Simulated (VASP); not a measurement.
# BN (P6_3mc) in VASP: a series of runs

Runs on BN. Level: PBEsol. Tasks: single point, relaxation of cell and atoms.

Everything below comes from runs of VASP 6.6.1. Logs are shortened: lines on timing, memory, paths and dates and some standing lists are left out, and cuts for length are marked.

## Step 1: The cell of the first run

The structure is hexagonal, space group P6_3mc (No. 186). Conventional cell: a = 2.554 Å, b = 2.554 Å, c = 4.227 Å, α = 90.00°, β = 90.00°, γ = 120.00°. B (site symmetry 3m) has 4 N at 1.57 to 1.58 Å within 2.1 Å. N (site symmetry 3m) has 4 B at 1.57 to 1.58 Å within 2.1 Å.

## Step 2: Single point, PBEsol

Input file INCAR:

```
PREC = Accurate
ENCUT = 600
EDIFF = 1E-6
ISMEAR = 0
SIGMA = 0.1
LREAL = F
LASPH = T
NELM = 120
ALGO = Normal
ISIF = 2
LWAVE = F
LCHARG = F
GGA = PS
NBANDS = 16
GGA_COMPAT = F
```

Input file KPOINTS:

```
Automatic mesh
0
Gamma
  9 9 4
```

Input file POSCAR:

```
BN
1.0
    2.5539396000      0.0000000000      0.0000000000
   -1.2769698000      2.2117765700      0.0000000000
    0.0000000000      0.0000000000      4.2268550000
B N
2 2
Direct
    0.6666666700      0.3333333300      0.9997240000
    0.3333333300      0.6666666700      0.4997240000
    0.6666666700      0.3333333300      0.6252760000
    0.3333333300      0.6666666700      0.1252760000
```

Potentials or basis: VASP PAW PBE potentials, release 64 (B, N).

The run is started by

```bash
> cat potpaw_PBE.64/B/POTCAR potpaw_PBE.64/N/POTCAR > POTCAR
> mpirun -np 1 vasp_std > vasp.out
```

OUTCAR:

```text
PREC = Accurate
   ENCUT = 600
   EDIFF = 1E-6
   ISMEAR = 0
   LREAL = F
   LASPH = T
   NELM = 120
   ISIF = 2
   GGA = PS

 ion  position               nearest neighbor table
   1  0.667  0.333  1.000-   4 1.57   4 1.57   4 1.57   3 1.58
   2  0.333  0.667  0.500-   3 1.57   3 1.57   3 1.57   4 1.58
   3  0.667  0.333  0.625-   2 1.57   2 1.57   2 1.57   1 1.58
   4  0.333  0.667  0.125-   1 1.57   1 1.57   1 1.57   2 1.58

  LATTYP: Found a hexagonal cell.
 ALAT       =     2.5539396000
 C/A-ratio  =     1.6550332670

  Lattice vectors:

 A1 = (   2.5539396000,   0.0000000000,   0.0000000000)
 A2 = (  -1.2769698000,   2.2117765700,   0.0000000000)
 A3 = (   0.0000000000,   0.0000000000,   4.2268550000)

Analysis of symmetry for initial positions (statically):
=====================================================================
 Subroutine PRICEL returns:
 Original cell was already a primitive cell.

 Routine SETGRP: Setting up the symmetry group for a
 hexagonal supercell.

 Subroutine GETGRP returns: Found 12 space group operations
 (whereof  6 operations were pure point group operations)
 out of a pool of 24 trial point group operations.

The static configuration has the point symmetry C_3v.
 The point group associated with its full space group is C_6v.

Analysis of symmetry for dynamics (positions and initial velocities):
=====================================================================
 Subroutine PRICEL returns:
 Original cell was already a primitive cell.

 Routine SETGRP: Setting up the symmetry group for a
 hexagonal supercell.

 Subroutine GETGRP returns: Found 12 space group operations
 (whereof  6 operations were pure point group operations)
 out of a pool of 24 trial point group operations.

The dynamic configuration has the point symmetry C_3v.
 The point group associated with its full space group is C_6v.

 Subroutine INISYM returns: Found 12 space group operations
 (whereof  6 operations are pure point group operations),
 and found     1 'primitive' translations

----------------------------------------------------------------------------------------

                                     Primitive cell

  volume of cell :      23.8764

  direct lattice vectors                    reciprocal lattice vectors
[... 84 lines left out ...]
   ICHARG =      2    charge: 1-file 2-atom 10-const
   ISPIN  =      1    spin polarized calculation?
   LNONCOLLINEAR =      F non collinear calculations
   LSORBIT =      F    spin-orbit coupling
   LASPH  =      T    aspherical Exc in radial PAW
   ENCUT  =  600.0 eV  44.10 Ry    6.64 a.u.   5.10  5.10  8.44*2*pi/ulx,y,z
   NELM   =    120;   NELMIN=  2; NELMDL= -5     # of ELM steps
   EDIFF  = 0.1E-05   stopping-criterion for ELM
   LREAL  =      F    real-space projection
   EDIFFG = 0.1E-04   stopping-criterion for IOM
   NSW    =      0    number of steps for IOM
   IBRION =     -1    ionic relax: 0-MD 1-quasi-New 2-CG
   NFREE  =      0    steps in history (QN), initial steepest desc. (CG)
   ISIF   =      2    stress and relaxation
   ISYM   =      2    0-nonsym 1-usesym 2-fastsym
   POTIM  = 0.5000    time-step for ionic-motion
   TEBEG  =    0.0;   TEEND  =   0.0 temperature during run
   PSTRESS=    0.0 pullay stress
   NELECT =      16.0000    total number of electrons
   NUPDOWN=      -1.0000    fix difference up-down
   EMIN   =  10.00;   EMAX   =-10.00  energy-range for DOS
   EFERMI =   0.00;   METHOD = LEGACY
   ISMEAR =     0;   SIGMA  =   0.10  broadening in eV -4-tet -1-fermi 0-gaus
   EFERMI_NEDOS =   21; number of points for ismear=-14 and -15
   IALGO  =     38    algorithm
   IMIX   =      4    mixing-type and parameters
     AMIX     =   0.40;   BMIX     =  1.00
     AMIX_MAG =   1.60;   BMIX_MAG =  1.00
  volume/ion in A,a.u.               =       5.97        40.28
  Fermi-wavevector in a.u.,A,eV,Ry     =   1.432600  2.707222 27.923836  2.052344
  Thomas-Fermi vector in A             =   2.552210
   LORBIT       =      0    0 simple, 1 ext, 2 COOP (PROOUT), +10 PAW based schemes
   GGA     = PS    functional components
   LHFCALC =     F    Hartree Fock is set to
   AEXX    =    0.0000 exact exchange contribution
   IVDW    =     0    specifies the selected vdW correction
   LEPSILON=     F    determine dielectric tensor
   LRPA    =     F    only Hartree local field effects (RPA)
 non-spin polarized calculation
 Gauss-broadening in eV      SIGMA  =   0.10
  energy-cutoff  :      600.00
  volume of cell :       23.88
 maximum number of plane-waves:       810
   NGX = 11   NGY = 11   NGZ = 17

 number of electron      16.0000003 magnetization

 Free energy of the ion-electron system (eV)
  ---------------------------------------------------
  ext. energy  EPLUGINS =         0.00000000
  ---------------------------------------------------
  free energy    TOTEN  =       -36.62821874 eV

  energy without entropy =      -36.62821874  energy(sigma->0) =      -36.62821874

 E-fermi :   7.9011     XC(G=0): -12.9558

 val. band max:        7.3927333174   @ k =   0.0000   0.0000   0.0000
 cond. band min:      12.3612663663   @ k =   0.3333   0.3333   0.0000
 fundamental gap:      4.9685330489
 Fermi energy:         7.9010618259

 k-point     1 :       0.0000    0.0000    0.0000
  band No.  band energies     occupation
      1     -12.9193      2.00000
      2      -8.7697      2.00000
      3      -3.5253      2.00000
      4       5.2825      2.00000
      5       5.2825      2.00000
      6       7.1133      2.00000
[... 433 lines left out ...]
      3      -1.4611      2.00000
      4      -0.8123      2.00000
      5      -0.8123      2.00000
      6       1.1230      2.00000
[... 8 lines left out ...]
     15      23.5807      0.00000
     16      23.5807      0.00000

 [... further k-points ...]
[... 5 lines left out ...]
  --------------------------------------------------------------------------------------
  -------------------------------------------------------------------------------------
  Total       -0.8089519     -0.8089519     -0.9035152      0.0000000      0.0000000      0.0000000
  in kB      -54.2830242    -54.2830240    -60.6284974      0.0000000      0.0000000      0.0000000
  external PRESSURE =     -56.3981818 kB  Pullay stress =       0.0000000 kB

 VOLUME and BASIS-vectors are now :
 -----------------------------------------------------------------------------
  energy-cutoff  :      600.00
  volume of cell :       23.88
      direct lattice vectors                 reciprocal lattice vectors
     2.553939600  0.000000000  0.000000000     0.391551938  0.226062617  0.000000000
    -1.276969800  2.211776570  0.000000000     0.000000000  0.452125234  0.000000000
     0.000000000  0.000000000  4.226855000     0.000000000  0.000000000  0.236582518

 POSITION                                       TOTAL-FORCE (eV/Angst)
 -----------------------------------------------------------------------------------
      1.27697      0.73726      4.22569        -0.000000      0.000000      0.010622
     -0.00000      1.47452      2.11226         0.000000     -0.000000      0.010622
      1.27697      0.73726      2.64295         0.000000      0.000000     -0.010622
     -0.00000      1.47452      0.52952        -0.000000      0.000000     -0.010622
 -----------------------------------------------------------------------------------
    total drift:                                0.000001     -0.000000      0.000458

  FREE ENERGIE OF THE ION-ELECTRON SYSTEM (eV)
  ---------------------------------------------------
  free  energy   TOTEN  =       -36.6282187429 eV

  energy  without entropy=      -36.6282187429  energy(sigma->0) =      -36.62821874
```

OSZICAR:

```text
N       E                     dE             d eps       ncg     rms          rms(c)
DAV:   1     0.464864132917E+02    0.46486E+02   -0.90747E+03  1152   0.109E+03
DAV:   2    -0.357212377988E+02   -0.82208E+02   -0.76057E+02  1616   0.261E+02
DAV:   3    -0.384909065563E+02   -0.27697E+01   -0.27592E+01  1384   0.436E+01
DAV:   4    -0.384983625642E+02   -0.74560E-02   -0.74553E-02  1344   0.251E+00
DAV:   5    -0.384983816789E+02   -0.19115E-04   -0.19115E-04  1352   0.120E-01    0.916E+00
DAV:   6    -0.368208303812E+02    0.16776E+01   -0.20151E+00  1472   0.135E+01    0.440E+00
DAV:   7    -0.366686514709E+02    0.15218E+00   -0.29305E-01  1448   0.438E+00    0.264E+00
DAV:   8    -0.366293917398E+02    0.39260E-01   -0.49492E-02  1400   0.172E+00    0.246E-01
DAV:   9    -0.366281299102E+02    0.12618E-02   -0.20815E-03  1360   0.554E-01    0.124E-01
DAV:  10    -0.366282175512E+02   -0.87641E-04   -0.27763E-04  1384   0.140E-01    0.202E-02
DAV:  11    -0.366282182773E+02   -0.72603E-06   -0.19202E-05  1480   0.423E-02    0.110E-02
DAV:  12    -0.366282187429E+02   -0.46561E-06   -0.26663E-06  1224   0.166E-02
   1 F= -.36628219E+02 E0= -.36628219E+02  d E =-.208838E-14
```

It took 7.4 s on 1 thread of Intel Xeon 8259CL, shared host; peak memory 0.14 GiB.

What came out:

| Item | Value |
| --- | --- |
| Free energy | -36.6282 eV |
| Pressure | -5.6 GPa |
| Largest force | 0.011 eV/Å |
| Band gap on the k mesh | 4.97 eV (least direct gap 8.13 eV) |

Forces in eV/Å, atoms in the order of the input:
```
B    0.000  0.000  0.011
B    0.000  0.000  0.011
N    0.000  0.000 -0.011
N    0.000  0.000 -0.011
```

Caveat: the cell stands under tension; the PAW data sets were made with another functional, which shifts forces and pressure a little.

## Step 3: Single point, PBEsol

This run uses another cell than the first one, of 5.87 Å³/atom.

INCAR, as its differences from that of step 2:

```diff
@@ -4,3 +4,3 @@
 ISMEAR = 0
-SIGMA = 0.1
+SIGMA = 0.02
 LREAL = F
```

Input file KPOINTS:

```
Automatic mesh
0
Gamma
  12 12 6
```

Input file POSCAR:

```
BN
1.0
    2.5405721540      0.0000000000      0.0000000000
   -1.2702860770      2.2002000255      0.0000000000
    0.0000000000      0.0000000000      4.2026429164
B N
2 2
Direct
    0.6666666667      0.3333333333      0.9997366350
    0.3333333333      0.6666666667      0.4997366350
    0.6666666667      0.3333333333      0.6252633650
    0.3333333333      0.6666666667      0.1252633650
```

Potentials or basis: VASP PAW PBE potentials, release 64 (B, N).

The run is started by

```bash
> cat potpaw_PBE.64/B/POTCAR potpaw_PBE.64/N/POTCAR > POTCAR
> mpirun -np 1 vasp_std > vasp.out
```

Wall time 17 s (1 thread of Intel Xeon 8259CL, shared host); peak memory 0.15 GiB.

It converged, with:

| Item | Value |
| --- | --- |
| Free energy | -36.6333 eV |
| Pressure | 0.5 GPa |
| Largest force | 0.004 eV/Å |
| Band gap on the k mesh | 4.95 eV (least direct gap 8.23 eV) |

Forces in eV/Å, atoms in the order of the input:
```
B    0.000  0.000 -0.004
B    0.000  0.000 -0.004
N    0.000  0.000  0.004
N    0.000  0.000  0.004
```

Levels at points of the mesh, in eV from the valence-band top:
| k point | band 4 | band 5 | band 6 | band 7 | band 8 | band 9 | band 10 | band 11 | band 12 | band 13 |
| --- | --- | --- | --- | --- | --- | --- | --- | --- | --- | --- |
| (0.00, 0.00, 0.00) | -2.15 | -2.15 | -0.28 | 0.00 | 0.00 | 8.33 | 8.33 | 8.57 | 9.55 | 10.78 |
| (0.50, 0.00, 0.00) | -7.88 | -6.99 | -5.05 | -4.51 | -2.14 | 6.58 | 7.82 | 10.55 | 11.44 | 12.95 |
| (0.00, 0.00, 0.50) | -5.78 | -1.19 | -1.19 | -1.19 | -1.19 | 9.48 | 9.48 | 9.89 | 9.89 | 9.89 |
| (0.50, 0.00, 0.50) | -10.14 | -3.82 | -3.82 | -3.62 | -3.62 | 6.46 | 6.46 | 9.97 | 9.97 | 14.28 |

Caveat: the PAW data sets were made with another functional, which shifts forces and pressure a little.

## Step 4: Relaxation of cell and atoms, PBEsol

Input file INCAR:

```
SYSTEM = BN
PREC = Accurate
ENCUT = 600
EDIFF = 1E-7
ISMEAR = 0
SIGMA = 0.02
LREAL = .FALSE.
LASPH = .TRUE.
NELM = 120
ALGO = Normal
ISIF = 3
LWAVE = .FALSE.
LCHARG = .FALSE.
GGA = PS
IBRION = 2
NSW = 100
EDIFFG = -0.002
GGA_COMPAT = .FALSE.
NELMIN = 4
```

Input file KPOINTS:

```
regular mesh
0
G
  12 12 6
  0 0 0
```

Input file POSCAR:

```
BN
1.0
    2.5539396000      0.0000000000      0.0000000000
   -1.2769698000      2.2117765700      0.0000000000
    0.0000000000      0.0000000000      4.2268550000
B N
2 2
Direct
    0.6666666700      0.3333333300      0.9997240000
    0.3333333300      0.6666666700      0.4997240000
    0.6666666700      0.3333333300      0.6252760000
    0.3333333300      0.6666666700      0.1252760000
```

The run is started by

```bash
> cat potpaw_PBE.64/B/POTCAR potpaw_PBE.64/N/POTCAR > POTCAR
> mpirun -np 1 vasp_std > vasp.out
```

It took 52 s on 1 thread of Intel Xeon 8259CL, shared host; peak memory 0.15 GiB.

The run converged. Its results:

* Free energy: -36.6347 eV
* Relaxed volume: 5.88 Å³/atom
* Relaxed cell: a = 2.542 Å, b = 2.542 Å, c = 4.204 Å, α = 90.00°, β = 90.00°, γ = 120.00°
* Space group after relaxing (to 0.1 Å): P6_3mc (No. 186)
* Energy gained by relaxing: 1.6 meV/atom
* Ionic steps: 6
* Pressure after relaxing: 0.0 GPa
* Band gap on the k mesh: 4.95 eV (least direct gap 8.22 eV)

The path:
| step | energy change (eV) | largest force (eV/Å) | pressure (GPa) | volume (Å³) |
| --- | --- | --- | --- | --- |
| 1 | 0.0000 | 0.0101 | -5.64 | 23.88 |
| 2 | 0.0007 | 0.0346 | 6.24 | 23.16 |
| 3 | -0.0063 | 0.0115 | -0.02 | 23.52 |
| 4 | -0.0063 | 0.0120 | 0.10 | 23.52 |
| 5 | -0.0063 | 0.0132 | -0.09 | 23.53 |
| 6 | -0.0064 | 0.0002 | 0.01 | 23.52 |

Final structure:
```
B N
1.0
     2.54169    0.00000    0.00000
    -1.27085    2.20117    0.00000
     0.00000    0.00000    4.20415
B N
2 2
Cartesian
  1.2708 0.7337 4.2030
  0.0000 1.4674 2.1009
  1.2708 0.7337 2.6288
  0.0000 1.4674 0.5267
```

Levels at points of the mesh, in eV from the valence-band top:
```tsv
k point	band 4	band 5	band 6	band 7	band 8	band 9	band 10	band 11	band 12
(0.00, 0.00, 0.00)	-2.15	-2.15	-0.28	0.00	0.00	8.32	8.32	8.57	9.53
(0.50, 0.00, 0.00)	-7.87	-6.99	-5.05	-4.51	-2.13	6.57	7.82	10.54	11.42
(0.00, 0.00, 0.50)	-5.78	-1.19	-1.19	-1.19	-1.19	9.47	9.47	9.89	9.89
(0.50, 0.00, 0.50)	-10.13	-3.81	-3.81	-3.61	-3.61	6.46	6.46	9.96	9.96
```

Caveat: the PAW data sets were made with another functional, which shifts forces and pressure a little. A k mesh can miss the band edges.

## Step 5: Summary

| task | cell | k mesh | smearing | gap on the mesh (eV) | pressure (GPa) |
| --- | --- | --- | --- | --- | --- |
| single point | a = 2.554, b = 2.554, c = 4.227 Å, angles 90.0, 90.0, 120.0°, 4 atoms | 9 × 9 × 4 | gaussian 0.1 eV | 4.97 | -5.6 |
| single point | a = 2.541, b = 2.541, c = 4.203 Å, angles 90.0, 90.0, 120.0°, 4 atoms | 12 × 12 × 6 | gaussian 0.02 eV | 4.95 | 0.5 |
| relaxation of cell and atoms | relaxed from a = 2.554, b = 2.554, c = 4.227 Å, angles 90.0, 90.0, 120.0°, 4 atoms | 12 × 12 × 6 | gaussian 0.02 eV | 4.95 | 0.0 |

Alike in all rows: level PBEsol; potentials or basis VASP PAW PBE potentials, release 64 (B, N); no spin polarisation; cutoff (eV) 600.

Caveats: the PAW data sets were made with another functional, which shifts forces and pressure a little; the cell stands under tension (at least some runs).

Total energies depend on the potentials used, so only differences within one code and one set of settings carry meaning.
